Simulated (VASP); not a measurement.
# PtSe2 (P-3m1) in VASP: a series of runs

The runs below take PtSe2 through single point, with r2SCAN+U, PBE-based screened hybrid with 5 % exact exchange, PBE-based screened hybrid with 10 % exact exchange, PBE-based screened hybrid with 15 % exact exchange.

All numbers are computed with VASP 6.6.1; they aren't measurements. Logs are shortened: lines on timing, memory, paths and dates and some standing lists are left out, and cuts for length are marked.

## 1. The cell of the first run

It takes space group P-3m1 (No. 164, trigonal). The conventional cell has a = 3.724 Å, b = 3.724 Å, c = 5.062 Å, α = 90.00°, β = 90.00°, γ = 120.00°. Pt (site symmetry -3m) has 6 Se at 2.49 Å within 3.3 Å. Se (site symmetry 3m) has 3 Pt at 2.49 Å and 6 Se at 3.32 Å within 3.4 Å.

## 2. Single point, r2SCAN+U

File POSCAR:

```
PtSe2
1.0
    3.7240000000      0.0000000000      0.0000000000
   -1.8620000000      3.2250786037      0.0000000000
    0.0000000000      0.0000000000      5.0620000000
Pt Se
1 2
Direct
    0.0000000000      0.0000000000      0.0000000000
    0.6666666667      0.3333333333      0.7500000000
    0.3333333333      0.6666666667      0.2500000000
```

File INCAR.step1:

```
PREC     = Accurate       # precision mode
ENCUT    = 520            # plane-wave cutoff, eV
ISMEAR   = -1             # smearing method
SIGMA    = 0.1            # smearing width, eV
LREAL    = F              # projectors in reciprocal space
LASPH    = T              # aspherical terms in the spheres
NELM     = 150            # most SCF steps
LMAXMIX  = 4              # l up to which the mixer works
LDAU     = T              # DFT+U
LDAUTYPE = 2            
LDAUL    = 2 -1           # shell
LDAUU    = 3 0            # U, eV
LDAUJ    = 0 0          
NBANDS   = 18             # bands
GGA      = PE             # functional
ALGO     = Normal         # electronic algorithm
EDIFF    = 1E-4           # SCF threshold, eV
LWAVE    = T              # write WAVECAR
LCHARG   = F              # write CHGCAR
```

File INCAR.step2:

```
PREC     = Accurate       # precision mode
ENCUT    = 520            # plane-wave cutoff, eV
EDIFF    = 1E-7           # SCF threshold, eV
ISMEAR   = -1             # smearing method
SIGMA    = 0.1            # smearing width, eV
LREAL    = F              # projectors in reciprocal space
LASPH    = T              # aspherical terms in the spheres
NELM     = 150            # most SCF steps
ALGO     = Normal         # electronic algorithm
ISIF     = 2              # what is computed and relaxed
LWAVE    = F              # write WAVECAR
LCHARG   = F              # write CHGCAR
LMAXMIX  = 4              # l up to which the mixer works
LDAU     = T              # DFT+U
LDAUTYPE = 2            
LDAUL    = 2 -1           # shell
LDAUU    = 3 0            # U, eV
LDAUJ    = 0 0          
LDAUPRINT= 1            
METAGGA  = R2SCAN         # meta-GGA
LMIXTAU  = T            
NBANDS   = 18             # bands
ISTART   = 1
```

File KPOINTS:

```
regular mesh
0
Gamma
  9 9 6
```

Potentials or basis: VASP PAW PBE potentials, release 64 (Pt, Se).

Started as:

```console
cat potpaw_PBE.64/Pt/POTCAR potpaw_PBE.64/Se/POTCAR > POTCAR
cp INCAR.step1 INCAR
mpirun -np 1 vasp_std > vasp.out
cp INCAR.step2 INCAR
mpirun -np 1 vasp_std > vasp.out
```

OUTCAR:

```text
PREC = Accurate
   ENCUT = 520
   EDIFF = 1E-7
   ISMEAR = -1
   LREAL = F
   LASPH = T
   NELM = 150
   ISIF = 2
   METAGGA = R2SCAN
   ISTART = 1

 ion  position               nearest neighbor table
   1  0.000  0.000  0.000-   2 2.49   3 2.49   2 2.49   3 2.49   2 2.49   3 2.49
   2  0.667  0.333  0.750-   1 2.49   1 2.49   1 2.49
   3  0.333  0.667  0.250-   1 2.49   1 2.49   1 2.49

  LATTYP: Found a hexagonal cell.
 ALAT       =     3.7240000000
 C/A-ratio  =     1.3592910849

  Lattice vectors:

 A1 = (   3.7240000000,   0.0000000000,   0.0000000000)
 A2 = (  -1.8620000000,   3.2250786037,   0.0000000000)
 A3 = (   0.0000000000,   0.0000000000,   5.0620000000)

Analysis of symmetry for initial positions (statically):
=====================================================================
 Subroutine PRICEL returns:
 Original cell was already a primitive cell.

 Routine SETGRP: Setting up the symmetry group for a
 hexagonal supercell.

 Subroutine GETGRP returns: Found 12 space group operations
 (whereof 12 operations were pure point group operations)
 out of a pool of 24 trial point group operations.

The static configuration has the point symmetry D_3d.

Analysis of symmetry for dynamics (positions and initial velocities):
=====================================================================
 Subroutine PRICEL returns:
 Original cell was already a primitive cell.

 Routine SETGRP: Setting up the symmetry group for a
 hexagonal supercell.

 Subroutine GETGRP returns: Found 12 space group operations
 (whereof 12 operations were pure point group operations)
 out of a pool of 24 trial point group operations.

The dynamic configuration has the point symmetry D_3d.

 Subroutine INISYM returns: Found 12 space group operations
 (whereof 12 operations are pure point group operations),
 and found     1 'primitive' translations

----------------------------------------------------------------------------------------

                                     Primitive cell

  volume of cell :      60.7956

  direct lattice vectors                    reciprocal lattice vectors
     3.724000000  0.000000000  0.000000000     0.268528464  0.155034981  0.000000000
    -1.862000000  3.225078604  0.000000000     0.000000000  0.310069962  0.000000000
     0.000000000  0.000000000  5.062000000     0.000000000  0.000000000  0.197550375

  length of vectors
     3.724000000  3.724000000  5.062000000     0.310069962  0.310069962  0.197550375

  position of ions in fractional coordinates (direct lattice)
     0.000000000  0.000000000  0.000000000
     0.666666667  0.333333333  0.750000000
     0.333333333  0.666666667  0.250000000

  ion indices of the primitive-cell ions
   primitive index   ion index
                 1           1
                 2           2
                 3           3

----------------------------------------------------------------------------------------

 KPOINTS: regular mesh

Automatic generation of k-mesh.
 Grid dimensions read from file:
 generate k-points for:    9    9    6

 Generating k-lattice:

  Cartesian coordinates                     Fractional coordinates (reciprocal lattice)
     0.029836496  0.017226109  0.000000000     0.111111111  0.000000000  0.000000000
     0.000000000  0.034452218  0.000000000     0.000000000  0.111111111  0.000000000
     0.000000000  0.000000000  0.032925063     0.000000000  0.000000000  0.166666667

  Length of vectors
     0.034452218  0.034452218  0.032925063

  Shift w.r.t. Gamma in fractional coordinates (k-lattice)
     0.000000000  0.000000000  0.000000000

 Subroutine IBZKPT returns following result:
[... 37 lines left out ...]
   NGX,Y,Z   is equivalent  to a cutoff of  12.50, 12.50, 13.14 a.u.
   NGXF,Y,Z  is equivalent  to a cutoff of  25.00, 25.00, 26.27 a.u.
 SYSTEM =  unknown system
   PREC   = accura    normal or accurate (medium, high low for compatibility)
   ISTART =      1    job   : 0-new  1-cont  2-samecut
   ICHARG =      0    charge: 1-file 2-atom 10-const
   ISPIN  =      1    spin polarized calculation?
   LNONCOLLINEAR =      F non collinear calculations
   LSORBIT =      F    spin-orbit coupling
   LASPH  =      T    aspherical Exc in radial PAW
   ENCUT  =  520.0 eV  38.22 Ry    6.18 a.u.   6.92  6.92  9.41*2*pi/ulx,y,z
   NELM   =    150;   NELMIN=  2; NELMDL=  0     # of ELM steps
   EDIFF  = 0.1E-06   stopping-criterion for ELM
   LREAL  =      F    real-space projection
   EDIFFG = 0.1E-05   stopping-criterion for IOM
   NSW    =      0    number of steps for IOM
   IBRION =     -1    ionic relax: 0-MD 1-quasi-New 2-CG
   NFREE  =      0    steps in history (QN), initial steepest desc. (CG)
   ISIF   =      2    stress and relaxation
   ISYM   =      2    0-nonsym 1-usesym 2-fastsym
   POTIM  = 0.5000    time-step for ionic-motion
   TEBEG  =    0.0;   TEEND  =   0.0 temperature during run
   PSTRESS=    0.0 pullay stress
   NELECT =      22.0000    total number of electrons
   NUPDOWN=      -1.0000    fix difference up-down
   EMIN   =  10.00;   EMAX   =-10.00  energy-range for DOS
   EFERMI =   0.00;   METHOD = LEGACY
   ISMEAR =    -1;   SIGMA  =   0.10  broadening in eV -4-tet -1-fermi 0-gaus
   EFERMI_NEDOS =   21; number of points for ismear=-14 and -15
   IALGO  =     38    algorithm
   IMIX   =      4    mixing-type and parameters
     AMIX     =   0.40;   BMIX     =  1.00
     AMIX_MAG =   1.60;   BMIX_MAG =  1.00
  volume/ion in A,a.u.               =      20.27       136.76
  Fermi-wavevector in a.u.,A,eV,Ry     =   1.166608  2.204570 18.517184  1.360975
  Thomas-Fermi vector in A             =   2.303119
   LORBIT       =      0    0 simple, 1 ext, 2 COOP (PROOUT), +10 PAW based schemes
 LDA+U is selected, type is set to LDAUTYPE =  2
   angular momentum for each species LDAUL =     2   -1
   U (eV)           for each species LDAUU =   3.0  0.0
   J (eV)           for each species LDAUJ =   0.0  0.0
   METAGGA = R2SCAN    functional components
   LHFCALC =     F    Hartree Fock is set to
   AEXX    =    0.0000 exact exchange contribution
   IVDW    =     0    specifies the selected vdW correction
   LEPSILON=     F    determine dielectric tensor
   LRPA    =     F    only Hartree local field effects (RPA)
 non-spin polarized calculation
  energy-cutoff  :      520.00
  volume of cell :       60.80
 maximum number of plane-waves:      1650
   NGX = 13   NGY = 13   NGZ = 19

atom =   1  type =  1  l = 2

 onsite density matrix

spin component  1

  0.8359 -0.0000 -0.0000  0.1084  0.0000
 -0.0000  0.7749  0.0000 -0.0000  0.1084
 -0.0000  0.0000  0.9156  0.0000  0.0000
  0.1084 -0.0000  0.0000  0.7749  0.0000
  0.0000  0.1084  0.0000  0.0000  0.8359

spin component  2

  0.8359 -0.0000 -0.0000  0.1084  0.0000
 -0.0000  0.7749  0.0000 -0.0000  0.1084
 -0.0000  0.0000  0.9156  0.0000  0.0000
  0.1084 -0.0000  0.0000  0.7749  0.0000
  0.0000  0.1084  0.0000  0.0000  0.8359

 occupancies and eigenvectors

  o =  0.6928  v =  0.6037  0.0000  0.0000 -0.7972 -0.0000  0.0000  0.0000  0.0000  0.0000  0.0000      0.0000  0.0000  0.0000  0.0000  0.0000  0.0000  0.0000  0.0000  0.0000  0.0000
  o =  0.6928  v =  0.0000  0.0000  0.0000  0.0000  0.0000  0.6037  0.0000  0.0000 -0.7972 -0.0000      0.0000  0.0000  0.0000  0.0000  0.0000  0.0000  0.0000  0.0000  0.0000  0.0000
  o =  0.6928  v =  0.0000 -0.7972 -0.0000 -0.0000  0.6037  0.0000  0.0000  0.0000  0.0000  0.0000      0.0000  0.0000  0.0000  0.0000  0.0000  0.0000  0.0000  0.0000  0.0000  0.0000
  o =  0.6928  v =  0.0000  0.0000  0.0000  0.0000  0.0000  0.0000 -0.7972 -0.0000 -0.0000  0.6037      0.0000  0.0000  0.0000  0.0000  0.0000  0.0000  0.0000  0.0000  0.0000  0.0000
  o =  0.9156  v =  0.0000  0.0000 -1.0000 -0.0000  0.0000  0.0000  0.0000  0.0000  0.0000  0.0000      0.0000  0.0000  0.0000  0.0000  0.0000  0.0000  0.0000  0.0000  0.0000  0.0000
  o =  0.9156  v =  0.0000  0.0000  0.0000  0.0000  0.0000  0.0000  0.0000 -1.0000 -0.0000  0.0000      0.0000  0.0000  0.0000  0.0000  0.0000  0.0000  0.0000  0.0000  0.0000  0.0000
  o =  0.9180  v = -0.7972  0.0000  0.0000 -0.6037 -0.0000  0.0000  0.0000  0.0000  0.0000  0.0000      0.0000  0.0000  0.0000  0.0000  0.0000  0.0000  0.0000  0.0000  0.0000  0.0000
  o =  0.9180  v =  0.0000  0.0000  0.0000  0.0000  0.0000 -0.7972  0.0000  0.0000 -0.6037 -0.0000      0.0000  0.0000  0.0000  0.0000  0.0000  0.0000  0.0000  0.0000  0.0000  0.0000
  o =  0.9180  v =  0.0000  0.0000  0.0000  0.0000  0.0000  0.0000  0.6037  0.0000 -0.0000  0.7972      0.0000  0.0000  0.0000  0.0000  0.0000  0.0000  0.0000  0.0000  0.0000  0.0000
  o =  0.9180  v =  0.0000  0.6037  0.0000 -0.0000  0.7972  0.0000  0.0000  0.0000  0.0000  0.0000      0.0000  0.0000  0.0000  0.0000  0.0000  0.0000  0.0000  0.0000  0.0000  0.0000

 number of electron      21.9999999 magnetization

 Free energy of the ion-electron system (eV)
  ---------------------------------------------------
  ext. energy  EPLUGINS =         0.00000000
  ---------------------------------------------------
  free energy    TOTEN  =       -79.35956122 eV

  energy without entropy =      -79.34166959  energy(sigma->0) =      -79.35061540

 E-fermi :   6.2380     XC(G=0): -11.2485

 val. band max:        6.2357468800   @ k =   0.1111  -0.0000   0.0000
 cond. band min:       6.2911967467   @ k =   0.3333   0.3333   0.0000
 fundamental gap:      0.0554498666
 Fermi energy:         6.2380022012

 k-point     1 :       0.0000    0.0000    0.0000
  band No.  band energies     occupation
      1     -10.0340      2.00000
      2      -7.1079      2.00000
      3      -1.4651      2.00000
      4      -0.7496      2.00000
      5      -0.7496      2.00000
      6       1.3171      2.00000
[... 481 lines left out ...]
      5       0.2114      2.00000
      6       0.2823      2.00000
[... 10 lines left out ...]
     17      14.6553      0.00000
     18      16.3943      0.00000

 [... further k-points ...]

------------------------ aborting loop because EDIFF is reached ----------------------------------------

  FORCE on cell =-STRESS in cart. coord.  units (eV):
  Direction    XX          YY          ZZ          XY          YZ          ZX
  --------------------------------------------------------------------------------------
  -------------------------------------------------------------------------------------
  Total        1.1624439      1.1624439      1.4751081      0.0000000      0.0000000      0.0000000
  in kB       30.6344773     30.6344773     38.8742767      0.0000000      0.0000000      0.0000000
  external PRESSURE =      33.3810771 kB  Pullay stress =       0.0000000 kB

 VOLUME and BASIS-vectors are now :
 -----------------------------------------------------------------------------
  energy-cutoff  :      520.00
  volume of cell :       60.80
      direct lattice vectors                 reciprocal lattice vectors
     3.724000000  0.000000000  0.000000000     0.268528464  0.155034981  0.000000000
    -1.862000000  3.225078604  0.000000000     0.000000000  0.310069962  0.000000000
     0.000000000  0.000000000  5.062000000     0.000000000  0.000000000  0.197550375

 POSITION                                       TOTAL-FORCE (eV/Angst)
 -----------------------------------------------------------------------------------
      0.00000      0.00000      0.00000         0.000000      0.000000      0.000000
      1.86200      1.07503      3.79650        -0.000000      0.000000     -0.272650
     -0.00000      2.15005      1.26550         0.000000      0.000000      0.272650
 -----------------------------------------------------------------------------------
    total drift:                               -0.000000     -0.000000     -0.000000

  FREE ENERGIE OF THE ION-ELECTRON SYSTEM (eV)
  ---------------------------------------------------
  free  energy   TOTEN  =       -79.3595612221 eV

  energy  without entropy=      -79.3416695852  energy(sigma->0) =      -79.35061540
```

Wall time 2.8 min (1 thread of Intel Xeon Platinum 8488C (Sapphire Rapids), shared host); peak memory 0.22 GiB.

What came out:

```
Free energy            : -79.3596 eV
Pressure               : 3.3 GPa
Largest force          : 0.273 eV/Å
Band gap on the k mesh : zero (bands 11 and 12 overlap by 0.37 eV)
```

Forces in eV/Å, atoms in the order of the input:
```
Pt   0.000  0.000  0.000
Se   0.000  0.000 -0.273
Se   0.000  0.000  0.273
```

Eigenvalues of the final occupation matrices:
| site | spin | trace | eigenvalues |
| --- | --- | --- | --- |
| site 1 d | 1 | 4.14 | 0.69 0.69 0.92 0.92 0.92 |
| site 1 d | 2 | 4.14 | 0.69 0.69 0.92 0.92 0.92 |

Caveat: the cell stands under pressure; the PAW data sets were made with another functional, which shifts forces and pressure a little; spin-orbit coupling is left out, which moves the levels of the heavy elements; U without spin polarisation on a metal has little footing.

(Continued in part 2 of 3.)

The gap in the log of VASP goes by the Fermi energy; the results here count the filled bands.